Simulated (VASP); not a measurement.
# Al2Pt (P-3m1) in VASP: notebook

Runs on Al2Pt. Level: PBE. Tasks: single point.

Program: VASP 6.6.1. These are calculated values, not measurements. Logs are shortened: lines on timing, memory, paths and dates and some standing lists are left out, and cuts for length are marked.

## 1. The cell of the first run

It takes space group P-3m1 (No. 164, trigonal). The conventional cell has a = 4.205 Å, b = 4.205 Å, c = 11.299 Å, α = 90.00°, β = 90.00°, γ = 120.00°. Within 3.4 Å of Al (site symmetry 3m) lie 4 Pt at 2.57 Å and 6 Al at 2.97 Å. Within 3.4 Å of Al (site symmetry 3m) lie 3 Pt at 2.57 Å and 3 Al at 2.97 Å. Within 3.4 Å of Al (site symmetry 3m) lie 4 Pt at 2.57 Å and 6 Al at 2.97 Å. Within 3.4 Å of Pt (site symmetry 3m) lie 7 Al at 2.57 Å. Within 3.4 Å of Pt (site symmetry -3m) lie 8 Al at 2.57 Å.

## 2. Single point, PBE

The input, INCAR:

```
PREC = Accurate
ENCUT = 520
EDIFF = 1E-7
ISMEAR = 0
SIGMA = 0.15
LREAL = False
LASPH = True
NELM = 80
ALGO = Fast
ISIF = 2
LWAVE = False
LCHARG = False
GGA = PE
NBANDS = 34
```

The input, KPOINTS:

```
Automatic mesh
0
Gamma
  13 13 5
```

The input, POSCAR:

```
Al2Pt
1.0
    2.9732041201     -2.9732041201      0.0000000000
    2.9732041201      0.0000000000     -2.9732041201
    6.5237585095      6.5237585095      6.5237585095
Al Pt
6 3
Direct
    0.6666666667      0.6666666667      0.3798070090
    1.0000000000      0.0000000000      0.0759735551
    0.3333333333      0.3333333333      0.6836404629
    0.6666666667      0.6666666667      0.8355571898
    1.0000000000      1.0000000000      0.5317237359
    0.3333333333      0.3333333333      0.2278902821
    0.0000000000      0.0000000000      0.7595988263
    0.3333333333      0.3333333333      0.4557653725
    0.6666666667      0.6666666667      0.1519319186
```

Potentials or basis: VASP PAW PBE potentials, release 64 (Al, Pt).

Run with:

```bash
$ cat potpaw_PBE.64/Al/POTCAR potpaw_PBE.64/Pt/POTCAR > POTCAR
$ mpirun -np 1 vasp_std > vasp.out
```

OUTCAR:

```text
PREC = Accurate
   ENCUT = 520
   EDIFF = 1E-7
   ISMEAR = 0
   LREAL = False
   LASPH = True
   NELM = 80
   ISIF = 2
   GGA = PE

 ion  position               nearest neighbor table
   1  0.667  0.667  0.380-   8 2.57   8 2.57   9 2.57   8 2.57   6 2.97   6 2.97   5 2.97   5 2.97
                             5 2.97   6 2.97
   2  0.000  0.000  0.076-   9 2.57   9 2.57   9 2.57   6 2.97   6 2.97   6 2.97
   3  0.333  0.333  0.684-   7 2.57   7 2.57   7 2.57   8 2.57   4 2.97   4 2.97   4 2.97   5 2.97
                             5 2.97   5 2.97
   4  0.667  0.667  0.836-   7 2.57   7 2.57   7 2.57   3 2.97   3 2.97   3 2.97
   5  0.000  0.000  0.532-   8 2.57   8 2.57   8 2.57   7 2.57   1 2.97   1 2.97   1 2.97   3 2.97
                             3 2.97   3 2.97
   6  0.333  0.333  0.228-   9 2.57   9 2.57   8 2.57   9 2.57   1 2.97   1 2.97   1 2.97   2 2.97
                             2 2.97   2 2.97
   7  0.000  0.000  0.760-   3 2.57   3 2.57   3 2.57   4 2.57   5 2.57   4 2.57   4 2.57
   8  0.333  0.333  0.456-   5 2.57   5 2.57   5 2.57   1 2.57   1 2.57   6 2.57   3 2.57   1 2.57

   9  0.667  0.667  0.152-   6 2.57   6 2.57   2 2.57   1 2.57   2 2.57   2 2.57   6 2.57

  LATTYP: Found a hexagonal cell.
 ALAT       =     4.2047455903
 C/A-ratio  =     2.6873162602

  Lattice vectors:

 A1 = (  -2.9732041201,   0.0000000000,   2.9732041201)
 A2 = (   2.9732041201,  -2.9732041201,   0.0000000000)
 A3 = (   6.5237585095,   6.5237585095,   6.5237585095)

Analysis of symmetry for initial positions (statically):
=====================================================================
 Subroutine PRICEL returns:
 Original cell was already a primitive cell.

 Routine SETGRP: Setting up the symmetry group for a
 hexagonal supercell.

 Subroutine GETGRP returns: Found 12 space group operations
 (whereof  6 operations were pure point group operations)
 out of a pool of 24 trial point group operations.

The static configuration has the point symmetry C_3v.
 The point group associated with its full space group is D_3d.

Analysis of symmetry for dynamics (positions and initial velocities):
=====================================================================
 Subroutine PRICEL returns:
 Original cell was already a primitive cell.

 Routine SETGRP: Setting up the symmetry group for a
 hexagonal supercell.

 Subroutine GETGRP returns: Found 12 space group operations
 (whereof  6 operations were pure point group operations)
 out of a pool of 24 trial point group operations.

The dynamic configuration has the point symmetry C_3v.
 The point group associated with its full space group is D_3d.

 Subroutine INISYM returns: Found 12 space group operations
 (whereof  6 operations are pure point group operations),
 and found     1 'primitive' translations

----------------------------------------------------------------------------------------

                                     Primitive cell

  volume of cell :     173.0090

  direct lattice vectors                    reciprocal lattice vectors
     2.973204120 -2.973204120  0.000000000     0.112112495 -0.224224991  0.112112495
     2.973204120  0.000000000 -2.973204120     0.112112495  0.112112495 -0.224224991
     6.523758510  6.523758510  6.523758510     0.051095290  0.051095290  0.051095290

  length of vectors
     4.204745590  4.204745590 11.299481195     0.274618408  0.274618408  0.088499638

  position of ions in fractional coordinates (direct lattice)
     0.666666667  0.666666667  0.379807009
     0.000000000  0.000000000  0.075973555
     0.333333333  0.333333333  0.683640463
     0.666666667  0.666666667  0.835557190
     0.000000000  0.000000000  0.531723736
     0.333333333  0.333333333  0.227890282
     0.000000000  0.000000000  0.759598826
     0.333333333  0.333333333  0.455765372
     0.666666667  0.666666667  0.151931919

  ion indices of the primitive-cell ions
   primitive index   ion index
                 1           1
                 2           2
                 3           3
                 4           4
                 5           5
                 6           6
                 7           7
                 8           8
                 9           9

----------------------------------------------------------------------------------------

 KPOINTS: Automatic mesh

Automatic generation of k-mesh.
 Grid dimensions read from file:
 generate k-points for:   13   13    5

 Generating k-lattice:

  Cartesian coordinates                     Fractional coordinates (reciprocal lattice)
     0.008624038 -0.017248076  0.008624038     0.076923077  0.000000000  0.000000000
     0.008624038  0.008624038 -0.017248076     0.000000000  0.076923077  0.000000000
     0.010219058  0.010219058  0.010219058     0.000000000  0.000000000  0.200000000

  Length of vectors
     0.021124493  0.021124493  0.017699928

  Shift w.r.t. Gamma in fractional coordinates (k-lattice)
     0.000000000  0.000000000  0.000000000

 Subroutine IBZKPT returns following result:
 ===========================================

 Found     91 irreducible k-points:

 Following reciprocal coordinates:
            Coordinates               Weight
  0.000000  0.000000  0.000000      1.000000
  0.076923  0.000000  0.000000      6.000000
  0.153846  0.000000  0.000000      6.000000
  0.230769  0.000000  0.000000      6.000000
  0.307692  0.000000  0.000000      6.000000
  0.384615  0.000000  0.000000      6.000000
[... 16 lines left out ...]
  0.076923  0.000000  0.200000      6.000000
  0.076923  0.076923  0.200000      6.000000
 [... further k-points ...]
   k-points           NKPTS =     91   k-points in BZ     NKDIM =     91   number of bands    NBANDS=     34
   number of dos      NEDOS =    301   number of ions     NIONS =      9
   total plane-waves  NPLWV =  86016
   dimension x,y,z NGX =    32 NGY =   32 NGZ =   84
   dimension x,y,z NGXF=    64 NGYF=   64 NGZF=  168
   ions per type =               6   3
   NGX,Y,Z   is equivalent  to a cutoff of  12.65, 12.65, 12.36 a.u.
   NGXF,Y,Z  is equivalent  to a cutoff of  25.30, 25.30, 24.72 a.u.
 SYSTEM =  unknown system
   PREC   = accura    normal or accurate (medium, high low for compatibility)
   ISTART =      0    job   : 0-new  1-cont  2-samecut
   ICHARG =      2    charge: 1-file 2-atom 10-const
   ISPIN  =      1    spin polarized calculation?
   LNONCOLLINEAR =      F non collinear calculations
   LSORBIT =      F    spin-orbit coupling
   LASPH  =      T    aspherical Exc in radial PAW
   ENCUT  =  520.0 eV  38.22 Ry    6.18 a.u.   7.82  7.82 21.01*2*pi/ulx,y,z
   NELM   =     80;   NELMIN=  2; NELMDL= -5     # of ELM steps
   EDIFF  = 0.1E-06   stopping-criterion for ELM
   LREAL  =      F    real-space projection
   EDIFFG = 0.1E-05   stopping-criterion for IOM
   NSW    =      0    number of steps for IOM
   IBRION =     -1    ionic relax: 0-MD 1-quasi-New 2-CG
   NFREE  =      0    steps in history (QN), initial steepest desc. (CG)
   ISIF   =      2    stress and relaxation
   ISYM   =      2    0-nonsym 1-usesym 2-fastsym
   POTIM  = 0.5000    time-step for ionic-motion
   TEBEG  =    0.0;   TEEND  =   0.0 temperature during run
   PSTRESS=    0.0 pullay stress
   NELECT =      48.0000    total number of electrons
   NUPDOWN=      -1.0000    fix difference up-down
   EMIN   =  10.00;   EMAX   =-10.00  energy-range for DOS
   EFERMI =   0.00;   METHOD = LEGACY
   ISMEAR =     0;   SIGMA  =   0.15  broadening in eV -4-tet -1-fermi 0-gaus
   EFERMI_NEDOS =   21; number of points for ismear=-14 and -15
   IALGO  =     68    algorithm
   IMIX   =      4    mixing-type and parameters
     AMIX     =   0.40;   BMIX     =  1.00
     AMIX_MAG =   1.60;   BMIX_MAG =  1.00
  volume/ion in A,a.u.               =      19.22       129.72
  Fermi-wavevector in a.u.,A,eV,Ry     =   1.067740  2.017737 15.511591  1.140070
  Thomas-Fermi vector in A             =   2.203367
   LORBIT       =      0    0 simple, 1 ext, 2 COOP (PROOUT), +10 PAW based schemes
   GGA     = PE    functional components
   LHFCALC =     F    Hartree Fock is set to
   AEXX    =    0.0000 exact exchange contribution
   IVDW    =     0    specifies the selected vdW correction
   LEPSILON=     F    determine dielectric tensor
   LRPA    =     F    only Hartree local field effects (RPA)
 non-spin polarized calculation
 RMM-DIIS sequential band-by-band and
 Gauss-broadening in eV      SIGMA  =   0.15
  energy-cutoff  :      520.00
  volume of cell :      173.01
 maximum number of plane-waves:      4693
   NGX = 15   NGY = 15   NGZ = 43

 number of electron      48.0000002 magnetization

 Free energy of the ion-electron system (eV)
  ---------------------------------------------------
  ext. energy  EPLUGINS =         0.00000000
  ---------------------------------------------------
  free energy    TOTEN  =       -47.47115322 eV

  energy without entropy =      -47.42830542  energy(sigma->0) =      -47.44972932

 E-fermi :   6.6817     XC(G=0): -10.1620

 val. band max:        6.6777530244   @ k =   0.2308   0.3077   0.4000
 cond. band min:       6.6872382539   @ k =   0.4615   0.1538   0.4000
 fundamental gap:      0.0094852294
 Fermi energy:         6.6817163161

 k-point     1 :       0.0000    0.0000    0.0000
  band No.  band energies     occupation
      1      -3.1616      2.00000
      2      -2.1821      2.00000
      3      -1.5761      2.00000
      4       1.1848      2.00000
      5       1.3826      2.00000
      6       1.8164      2.00000
[... 26 lines left out ...]
     33      11.8961      0.00000
     34      11.9840      0.00000

 k-point     2 :       0.0769    0.0000    0.0000
  band No.  band energies     occupation
      1      -3.0897      2.00000
      2      -2.1099      2.00000
      3      -1.5009      2.00000
      4       1.1730      2.00000
      5       1.3666      2.00000
      6       1.7848      2.00000
[... 26 lines left out ...]
     33      11.8949      0.00000
     34      12.2303      0.00000
[... 775 lines left out ...]
     33      11.9367      0.00000
     34      12.0374      0.00000

 k-point    24 :       0.0769    0.0769    0.2000
  band No.  band energies     occupation
      1      -3.0702      2.00000
      2      -2.2091      2.00000
      3      -1.3900      2.00000
      4       1.0826      2.00000
      5       1.4408      2.00000
      6       1.7782      2.00000
[... 26 lines left out ...]
     33      11.9267      0.00000
     34      12.0880      0.00000

 [... further k-points ...]
[... 5 lines left out ...]
  --------------------------------------------------------------------------------------
  -------------------------------------------------------------------------------------
  Total       -3.8243518     -3.8243518     -3.8243518     -1.5071671     -1.5071671     -1.5071671
  in kB      -35.4160262    -35.4160262    -35.4160262    -13.9573638    -13.9573638    -13.9573638
  external PRESSURE =     -35.4160262 kB  Pullay stress =       0.0000000 kB

 VOLUME and BASIS-vectors are now :
 -----------------------------------------------------------------------------
  energy-cutoff  :      520.00
  volume of cell :      173.01
      direct lattice vectors                 reciprocal lattice vectors
     2.973204120 -2.973204120  0.000000000     0.112112495 -0.224224991  0.112112495
     2.973204120  0.000000000 -2.973204120     0.112112495  0.112112495 -0.224224991
     6.523758510  6.523758510  6.523758510     0.051095290  0.051095290  0.051095290

 POSITION                                       TOTAL-FORCE (eV/Angst)
 -----------------------------------------------------------------------------------
      6.44204      0.49563      0.49563        -0.123143     -0.123143     -0.123143
      0.49563      0.49563      0.49563        -0.184433     -0.184433     -0.184433
      6.44204      3.46884      3.46884         0.080036      0.080036      0.080036
      9.41525      3.46884      3.46884         0.184433      0.184433      0.184433
      3.46884      3.46884      3.46884         0.123143      0.123143      0.123143
      3.46884      0.49563      0.49563        -0.080036     -0.080036     -0.080036
      4.95544      4.95544      4.95544         0.259431      0.259431      0.259431
      4.95544      1.98224      1.98224        -0.000000     -0.000000      0.000000
      4.95544     -0.99097     -0.99097        -0.259431     -0.259431     -0.259431
 -----------------------------------------------------------------------------------
    total drift:                               -0.000018     -0.000018     -0.000018

  FREE ENERGIE OF THE ION-ELECTRON SYSTEM (eV)
  ---------------------------------------------------
  free  energy   TOTEN  =       -47.4711532206 eV

  energy  without entropy=      -47.4283054153  energy(sigma->0) =      -47.44972932
```

Run time: 4.6 min. Hardware: 1 thread of Intel Xeon 6975P-C (Granite Rapids), shared host; peak memory 0.56 GiB.

What came out:

- Free energy: -47.4712 eV
- Pressure: -3.5 GPa
- Largest force: 0.449 eV/Å
- Band gap on the k mesh: zero (band 24 reaches 9.45 eV, above the bottom of band 25 at 5.86 eV)

Forces in eV/Å, atoms in the order of the input:
```
Al  -0.123 -0.123 -0.123
Al  -0.184 -0.184 -0.184
Al   0.080  0.080  0.080
Al   0.184  0.184  0.184
Al   0.123  0.123  0.123
Al  -0.080 -0.080 -0.080
Pt   0.259  0.259  0.259
Pt   0.000  0.000  0.000
Pt  -0.259 -0.259 -0.259
```

Caveat: spin-orbit coupling is left out, which moves the levels of the heavy elements.

## 3. Single point, PBE

This run uses another cell than the first one, of 22.63 Å³/atom, 1.177 times its volume.

The input, INCAR:

```
PREC = Accurate
ENCUT = 520
EDIFF = 1E-7
ISMEAR = 0
SIGMA = 0.15
LREAL = F
LASPH = T
NELM = 100
ALGO = Fast
ISIF = 2
LWAVE = F
LCHARG = F
GGA = PE
NBANDS = 34
```

KPOINTS is that of step 2.

The input, POSCAR:

```
Al2Pt
1.0
    2.9732041201     -2.9732041201      0.0000000000
    2.9732041201      0.0000000000     -2.9732041201
    7.6784590479      7.6784590479      7.6784590479
Al Pt
6 3
Direct
    0.6666666667      0.6666666667      0.3226909451
    1.0000000000      0.0000000000      0.0645485147
    0.3333333333      0.3333333333      0.5808333755
    0.6666666667      0.6666666667      0.7099045906
    1.0000000000      1.0000000000      0.4517621603
    0.3333333333      0.3333333333      0.1936197299
    0.0000000000      0.0000000000      0.6453689830
    0.3333333333      0.3333333333      0.3872265527
    0.6666666667      0.6666666667      0.1290841223
```

Potentials or basis: VASP PAW PBE potentials, release 64 (Al, Pt).

Run with:

```bash
$ cat potpaw_PBE.64/Al/POTCAR potpaw_PBE.64/Pt/POTCAR > POTCAR
$ mpirun -np 1 vasp_std > vasp.out
```

Run time: 13 min. Hardware: 1 thread of Oxide Virtual Turin-like, shared host; peak memory 0.61 GiB.

It converged, with:

```
Free energy            : -46.4771 eV
Pressure               : -2.3 GPa
Largest force          : 0.587 eV/Å
Band gap on the k mesh : zero (band 24 reaches 7.75 eV, above the bottom of band 25 at 4.50 eV)
```

Forces in eV/Å, atoms in the order of the input:
```
Al  -0.084 -0.084 -0.084
Al   0.339  0.339  0.339
Al   0.102  0.102  0.102
Al  -0.339 -0.339 -0.339
Al   0.084  0.084  0.084
Al  -0.102 -0.102 -0.102
Pt   0.113  0.113  0.113
Pt   0.000  0.000  0.000
Pt  -0.113 -0.113 -0.113
```

Stress tensor (GPa, compression positive):
```
-2.35 -0.31 -0.31
-0.31 -2.35 -0.31
-0.31 -0.31 -2.35
```

Levels at points of the mesh, in eV from the Fermi level:
| k point | band 21 | band 22 | band 23 | band 24 | band 25 | band 26 | band 27 | band 28 |
| --- | --- | --- | --- | --- | --- | --- | --- | --- |
| (0.00, 0.00, 0.00) | 0.53 | 1.47 | 1.47 | 2.48 | 2.62 | 2.62 | 3.27 | 3.55 |

Caveat: spin-orbit coupling is left out, which moves the levels of the heavy elements.
